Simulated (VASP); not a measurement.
Here is a VASP 6.6.1 calculation.

Contents of INCAR:

```
SYSTEM = WS2
ALGO     = Normal         ! electronic algorithm
EDIFF    = 1E-6           ! SCF threshold, eV
ENCUT    = 520            ! plane-wave cutoff, eV
GGA      = PE             ! functional
ISIF     = 2              ! what is computed and relaxed
ISMEAR   = 0              ! smearing method
IVDW     = 12             ! dispersion correction
LASPH    = .True.         ! aspherical terms in the spheres
LCHARG   = .False.        ! write CHGCAR
LREAL    = .False.        ! projectors in reciprocal space
LWAVE    = .False.        ! write WAVECAR
NBANDS   = 20             ! bands
NELM     = 80             ! most SCF steps
PREC     = Accurate       ! precision mode
SIGMA    = 0.02           ! smearing width, eV
```

File KPOINTS:

```
k-points
0
Gamma
  12 12 12
  0 0 0
```

File POSCAR:

```
WS2
1.0
    1.5785988138      0.9114044501      6.0395756060
   -1.5785988138      0.9114044501      6.0395756060
    0.0000000000     -1.8228089002      6.0395756060
W S
1 2
Direct
   -0.0006559581     -0.0006559581     -0.0006559581
    0.7527816504      0.7527816504      0.7527816504
    0.5791743077      0.5791743077      0.5791743077
```

Potentials or basis: VASP PAW PBE potentials, release 64 (W_sv, S).

Run with:

```bash
$ cat potpaw_PBE.64/W_sv/POTCAR potpaw_PBE.64/S/POTCAR > POTCAR
$ mpirun -np 1 vasp_std > vasp.out
```

(1) Predict the pressure.

(2) What does it give for the band gap on the k mesh?

(3) Estimate the dispersion energy per atom.

## Answers

(1) 0.0 GPa.

(2) 0.93 eV (least direct gap 1.92 eV).

(3) -0.437 eV.

Caveat: spin-orbit coupling is left out, which moves the levels of the heavy elements.
